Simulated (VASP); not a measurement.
# Bi (I4/mmm) in VASP: single point with PBEsol

Aim: the single point of Bi with PBEsol.

Everything below comes from runs of VASP 6.6.1. Logs are shortened: lines on timing, memory, paths and dates and some standing lists are left out, and cuts for length are marked.

## 1. The cell of the first run

The typed cell holds 1 atom: a = 3.530 Å, b = 3.530 Å, c = 3.530 Å, α = 120.00°, β = 120.00°, γ = 90.01°.

This isn't the form of Bi at room conditions, which is rhombohedral.

## 2. Single point, PBEsol

Contents of INCAR:

```
SYSTEM = Bi
  ALGO = Fast
  EDIFF = 1E-6
  ENCUT = 520
  GGA = PS
  ISIF = 2
  ISMEAR = 0
  LASPH = .True.
  LCHARG = .False.
  LREAL = .False.
  LWAVE = .False.
  NBANDS = 14
  NELM = 80
  PREC = Accurate
  SIGMA = 0.15
```

Contents of KPOINTS:

```
k-points
0
Gamma
  18 18 18
  0 0 0
```

Contents of POSCAR:

```
Bi
1.0
   -1.7653427876      1.7653427876      2.4961947017
    1.7653427876     -1.7653427876      2.4961947017
    1.7653427876      1.7653427876     -2.4961947017
Bi
1
Direct
    0.0000000000      0.0000000000      0.0000000000
```

Potentials or basis: VASP PAW PBE potentials, release 64 (Bi_d).

The run is started by

```bash
$ cat potpaw_PBE.64/Bi_d/POTCAR > POTCAR
$ mpirun -np 1 vasp_std > vasp.out
```

OUTCAR:

```text
SYSTEM = Bi
   EDIFF = 1E-6
   ENCUT = 520
   GGA = PS
   ISIF = 2
   ISMEAR = 0
   LASPH = .True.
   LREAL = .False.
   NELM = 80
   PREC = Accurate

 ion  position               nearest neighbor table
   1  0.000  0.000  0.000-

  LATTYP: Found a body centered tetragonal cell.
 ALAT       =     3.5306855752
 C/A-ratio  =     1.4140000000

  Lattice vectors:

 A1 = (  -1.7653427876,   1.7653427876,   2.4961947017)
 A2 = (   1.7653427876,  -1.7653427876,   2.4961947017)
 A3 = (   1.7653427876,   1.7653427876,  -2.4961947017)

Analysis of symmetry for initial positions (statically):
=====================================================================
 Subroutine PRICEL returns:
 Original cell was already a primitive cell.

 Routine SETGRP: Setting up the symmetry group for a
 body centered tetragonal supercell.

 Subroutine GETGRP returns: Found 16 space group operations
 (whereof 16 operations were pure point group operations)
 out of a pool of 16 trial point group operations.

The static configuration has the point symmetry D_4h.

Analysis of symmetry for dynamics (positions and initial velocities):
=====================================================================
 Subroutine PRICEL returns:
 Original cell was already a primitive cell.

 Routine SETGRP: Setting up the symmetry group for a
 body centered tetragonal supercell.

 Subroutine GETGRP returns: Found 16 space group operations
 (whereof 16 operations were pure point group operations)
 out of a pool of 16 trial point group operations.

The dynamic configuration has the point symmetry D_4h.

 Subroutine INISYM returns: Found 16 space group operations
 (whereof 16 operations are pure point group operations),
 and found     1 'primitive' translations

----------------------------------------------------------------------------------------

                                     Primitive cell

  volume of cell :      31.1169

  direct lattice vectors                    reciprocal lattice vectors
    -1.765342788  1.765342788  2.496194702     0.000000000  0.283231112  0.200304888
     1.765342788 -1.765342788  2.496194702     0.283231112  0.000000000  0.200304888
     1.765342788  1.765342788 -2.496194702     0.283231112  0.283231112  0.000000000

  length of vectors
     3.530418998  3.530418998  3.530418998     0.346903316  0.346903316  0.400549279

  position of ions in fractional coordinates (direct lattice)
     0.000000000  0.000000000  0.000000000

  ion indices of the primitive-cell ions
   primitive index   ion index
                 1           1

----------------------------------------------------------------------------------------

 KPOINTS: k-points

Automatic generation of k-mesh.
 Grid dimensions read from file:
 generate k-points for:   18   18   18

 Generating k-lattice:

  Cartesian coordinates                     Fractional coordinates (reciprocal lattice)
     0.000000000  0.015735062  0.011128049     0.055555556  0.000000000 -0.000000000
     0.015735062  0.000000000  0.011128049     0.000000000  0.055555556 -0.000000000
     0.015735062  0.015735062  0.000000000     0.000000000  0.000000000  0.055555556

  Length of vectors
     0.019272406  0.019272406  0.022252738

  Shift w.r.t. Gamma in fractional coordinates (k-lattice)
     0.000000000  0.000000000  0.000000000

 Subroutine IBZKPT returns following result:
 ===========================================

 Found    480 irreducible k-points:

 Following reciprocal coordinates:
            Coordinates               Weight
  0.000000  0.000000  0.000000      1.000000
  0.055556  0.000000  0.000000      8.000000
  0.111111  0.000000  0.000000      8.000000
  0.166667  0.000000 -0.000000      8.000000
  0.222222  0.000000  0.000000      8.000000
  0.277778  0.000000 -0.000000      8.000000
[... 16 lines left out ...]
 -0.277778  0.055556  0.000000     16.000000
 -0.222222  0.055556  0.000000     16.000000
 [... further k-points ...]
   k-points           NKPTS =    480   k-points in BZ     NKDIM =    480   number of bands    NBANDS=     14
   number of dos      NEDOS =    301   number of ions     NIONS =      1
   total plane-waves  NPLWV =  21952
   dimension x,y,z NGX =    28 NGY =   28 NGZ =   28
   dimension x,y,z NGXF=    56 NGYF=   56 NGZF=   56
   ions per type =               1
   NGX,Y,Z   is equivalent  to a cutoff of  13.19, 13.19, 13.19 a.u.
   NGXF,Y,Z  is equivalent  to a cutoff of  26.37, 26.37, 26.37 a.u.
 SYSTEM =  Bi
   PREC   = accura    normal or accurate (medium, high low for compatibility)
   ISTART =      0    job   : 0-new  1-cont  2-samecut
   ICHARG =      2    charge: 1-file 2-atom 10-const
   ISPIN  =      1    spin polarized calculation?
   LNONCOLLINEAR =      F non collinear calculations
   LSORBIT =      F    spin-orbit coupling
   LASPH  =      T    aspherical Exc in radial PAW
   ENCUT  =  520.0 eV  38.22 Ry    6.18 a.u.   6.56  6.56  6.56*2*pi/ulx,y,z
   NELM   =     80;   NELMIN=  2; NELMDL= -5     # of ELM steps
   EDIFF  = 0.1E-05   stopping-criterion for ELM
   LREAL  =      F    real-space projection
   EDIFFG = 0.1E-04   stopping-criterion for IOM
   NSW    =      0    number of steps for IOM
   IBRION =     -1    ionic relax: 0-MD 1-quasi-New 2-CG
   NFREE  =      0    steps in history (QN), initial steepest desc. (CG)
   ISIF   =      2    stress and relaxation
   ISYM   =      2    0-nonsym 1-usesym 2-fastsym
   POTIM  = 0.5000    time-step for ionic-motion
   TEBEG  =    0.0;   TEEND  =   0.0 temperature during run
   PSTRESS=    0.0 pullay stress
   NELECT =      15.0000    total number of electrons
   NUPDOWN=      -1.0000    fix difference up-down
   EMIN   =  10.00;   EMAX   =-10.00  energy-range for DOS
   EFERMI =   0.00;   METHOD = LEGACY
   ISMEAR =     0;   SIGMA  =   0.15  broadening in eV -4-tet -1-fermi 0-gaus
   EFERMI_NEDOS =   21; number of points for ismear=-14 and -15
   IALGO  =     68    algorithm
   IMIX   =      4    mixing-type and parameters
     AMIX     =   0.40;   BMIX     =  1.00
     AMIX_MAG =   1.60;   BMIX_MAG =  1.00
  volume/ion in A,a.u.               =      31.12       209.99
  Fermi-wavevector in a.u.,A,eV,Ry     =   1.283630  2.425708 22.418388  1.647705
  Thomas-Fermi vector in A             =   2.415871
   LORBIT       =      0    0 simple, 1 ext, 2 COOP (PROOUT), +10 PAW based schemes
   GGA     = PS    functional components
   LHFCALC =     F    Hartree Fock is set to
   AEXX    =    0.0000 exact exchange contribution
   IVDW    =     0    specifies the selected vdW correction
   LEPSILON=     F    determine dielectric tensor
   LRPA    =     F    only Hartree local field effects (RPA)
 non-spin polarized calculation
 RMM-DIIS sequential band-by-band and
 Gauss-broadening in eV      SIGMA  =   0.15
  energy-cutoff  :      520.00
  volume of cell :       31.12
 maximum number of plane-waves:       869
 NGX is ok and might be reduce to    28
   NGX = 13   NGY = 13   NGZ = 13

 number of electron      15.0000005 magnetization

 Free energy of the ion-electron system (eV)
  ---------------------------------------------------
  ext. energy  EPLUGINS =         0.00000000
  ---------------------------------------------------
  free energy    TOTEN  =        -4.16088235 eV

  energy without entropy =       -4.15141054  energy(sigma->0) =       -4.15614645

 E-fermi :   7.8659     XC(G=0): -10.4428

 val. band max:        7.8541319119   @ k =  -0.4444   0.2222   0.1111
 cond. band min:       7.8690777512   @ k =  -0.4444   0.5000   0.4444
 fundamental gap:      0.0149458392
 Fermi energy:         7.8658814264

 k-point     1 :       0.0000    0.0000    0.0000
  band No.  band energies     occupation
      1     -15.1850      2.00000
      2     -15.1850      2.00000
      3     -15.1849      2.00000
      4     -15.1138      2.00000
      5     -15.1137      2.00000
      6      -5.7892      2.00000
      7      12.7707      0.00000
      8      12.7708      0.00000
      9      12.7708      0.00000
     10      16.6466      0.00000
     11      16.9013      0.00000
     12      18.6376      0.00000
     13      18.6376      0.00000
     14      18.6382      0.00000

 k-point     2 :       0.0556    0.0000    0.0000
  band No.  band energies     occupation
      1     -15.1846      2.00000
      2     -15.1825      2.00000
      3     -15.1825      2.00000
      4     -15.1139      2.00000
      5     -15.1138      2.00000
      6      -5.7359      2.00000
      7      12.0822      0.00000
      8      12.7059      0.00000
      9      12.7059      0.00000
     10      16.5653      0.00000
     11      17.1176      0.00000
     12      18.7540      0.00000
     13      18.7543      0.00000
     14      19.3828      0.00000

 k-point     3 :       0.1111    0.0000    0.0000
  band No.  band energies     occupation
      1     -15.1835      2.00000
      2     -15.1761      2.00000
      3     -15.1761      2.00000
      4     -15.1132      2.00000
      5     -15.1131      2.00000
      6      -5.5768      2.00000
      7      10.6521      0.00000
      8      12.5290      0.00000
      9      12.5294      0.00000
     10      16.0906      0.00000
     11      18.0065      0.00000
     12      19.0546      0.00000
     13      19.0550      0.00000
     14      20.1560      0.00000
[... 324 lines left out ...]
 k-point    23 :      -0.2778    0.0556    0.0000
  band No.  band energies     occupation
      1     -15.1829      2.00000
      2     -15.1635      2.00000
      3     -15.1610      2.00000
      4     -15.0994      2.00000
      5     -15.0808      2.00000
      6      -4.6234      2.00000
      7       6.5044      2.00000
      8      11.3362      0.00000
      9      11.7314      0.00000
     10      15.6213      0.00000
     11      17.3648      0.00000
     12      19.1875      0.00000
     13      19.2301      0.00000
     14      19.6635      0.00000

 k-point    24 :      -0.2222    0.0556    0.0000
  band No.  band energies     occupation
      1     -15.1851      2.00000
      2     -15.1629      2.00000
      3     -15.1612      2.00000
      4     -15.1124      2.00000
      5     -15.0952      2.00000
      6      -5.0392      2.00000
      7       8.0022      0.19868
      8      11.5913      0.00000
      9      12.0405      0.00000
     10      15.7910      0.00000
     11      17.9202      0.00000
     12      18.8121      0.00000
     13      19.6824      0.00000
     14      19.8055      0.00000

 [... further k-points ...]

------------------------ aborting loop because EDIFF is reached ----------------------------------------

  FORCE on cell =-STRESS in cart. coord.  units (eV):
  Direction    XX          YY          ZZ          XY          YZ          ZX
  --------------------------------------------------------------------------------------
  -------------------------------------------------------------------------------------
  Total       -0.3518688     -0.3518688     -0.3523147      0.0000000      0.0000000      0.0000000
  in kB      -18.1173534    -18.1173534    -18.1403140      0.0000000      0.0000000      0.0000000
  external PRESSURE =     -18.1250069 kB  Pullay stress =       0.0000000 kB

 VOLUME and BASIS-vectors are now :
 -----------------------------------------------------------------------------
  energy-cutoff  :      520.00
  volume of cell :       31.12
      direct lattice vectors                 reciprocal lattice vectors
    -1.765342788  1.765342788  2.496194702     0.000000000  0.283231112  0.200304888
     1.765342788 -1.765342788  2.496194702     0.283231112  0.000000000  0.200304888
     1.765342788  1.765342788 -2.496194702     0.283231112  0.283231112  0.000000000

 POSITION                                       TOTAL-FORCE (eV/Angst)
 -----------------------------------------------------------------------------------
      0.00000      0.00000      0.00000         0.000000      0.000000      0.000000
 -----------------------------------------------------------------------------------
    total drift:                               -0.000000     -0.000000     -0.000000

  FREE ENERGIE OF THE ION-ELECTRON SYSTEM (eV)
  ---------------------------------------------------
  free  energy   TOTEN  =        -4.1608823532 eV

  energy  without entropy=       -4.1514105421  energy(sigma->0) =       -4.15614645
```

Wall time 5.6 min (1 thread of Intel Xeon 8259CL, shared host); peak memory 0.31 GiB.

What came out:

```yaml
Free_energy: -4.1609 eV
Pressure: -1.8 GPa
Band_gap_on_the_k_mesh: zero (an odd number of electrons rules out a gap without spin polarisation)
```

Caveat: the PAW data sets were made with another functional, which shifts forces and pressure a little; spin-orbit coupling is left out, which moves the levels of the heavy elements.
